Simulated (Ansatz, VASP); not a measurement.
**Two plane-wave programs on BaTiO3**

```
Ba Ti O
1.0
     4.15386    0.00000    0.00000
     0.00000    4.15386    0.00000
     0.00000    0.00000    4.15386
Ba Ti O
1 1 3
Cartesian
  0.0000 0.0000 0.0000
  2.0769 2.0769 2.0769
  2.0769 2.0769 0.0000
  2.0769 0.0000 2.0769
  0.0000 2.0769 2.0769
```

Change from the starting cell: hydrostatic strain +4.0%.

Alike in both runs: task single point; functional HSE06; k mesh 4 × 4 × 4; no spin polarisation.

```csv
,VASP,Ansatz
version,VASP 6.6.1,Ansatz 0.2.0
potentials or method,"VASP PAW PBE potentials, release 64 (Ba_sv, Ti_sv, O)","plane waves, PAW"
plane-wave cutoff (eV),520,420
occupations,"gaussian, width 0.01 eV",fixed
valence electrons in the cell,40,40
```

VASP gave:

| Item | Value |
| --- | --- |
| gap on the k mesh at the Fermi level (eV) | 2.82 |
| pressure (GPa) | -17.0 |

Question: Estimate Ansatz's values.

Answer: gap on the k mesh at the Fermi level (eV): 2.87; pressure (GPa): -18.1.

Ansatz's warnings: stress exchange threshold loose, stress scf threshold loose.

Spin-orbit coupling is off throughout.
